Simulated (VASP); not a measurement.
AgI:

```
Ag I
1.0
     0.00000    3.23650    3.23650
     3.23650    0.00000    3.23650
     3.23650    3.23650    0.00000
Ag I
1 1
Direct
  0.00000 0.00000 0.00000
  0.25000 0.25000 0.25000
```

| Quantity | Value |
| --- | --- |
| Program | VASP 6.6.1 |
| Task | relaxation of cell and atoms |
| Functional | PBE |
| Potentials or basis | VASP PAW PBE potentials, release 64 (Ag, I) |
| Cutoff | 500 eV |
| k mesh | 8 × 8 × 8 |
| Occupations | gaussian, width 0.02 eV |
| Spin | no spin polarisation |

At the start: pressure 2.2 GPa; volume 33.90 Å³/atom.

Q: Where does the relaxation end?

A: Over 3 steps the energy falls by 15.4 meV/atom and the volume is 36.36 Å³/atom (+7.2 %); space group F-43m (No. 216, to 0.05 Å).

The path:
```tsv
step	energy change (eV)	largest force (eV/Å)	pressure (GPa)	volume (Å³)
1	0.0000	0.0000	2.17	67.80
2	-0.0307	0.0000	0.10	72.42
3	-0.0308	0.0000	0.00	72.71
```

Final structure:
```cif
data_structure
_symmetry_space_group_name_H-M 'P 1'
_symmetry_Int_Tables_number 1
_cell_length_a 4.6850
_cell_length_b 4.6850
_cell_length_c 4.6850
_cell_angle_alpha 60.000
_cell_angle_beta 60.000
_cell_angle_gamma 60.000
_cell_volume 72.71
loop_
_atom_site_label
_atom_site_type_symbol
_atom_site_fract_x
_atom_site_fract_y
_atom_site_fract_z
_atom_site_occupancy
Ag1 Ag 0.00000 0.00000 0.00000 1
I1 I 0.25000 0.25000 0.25000 1
```
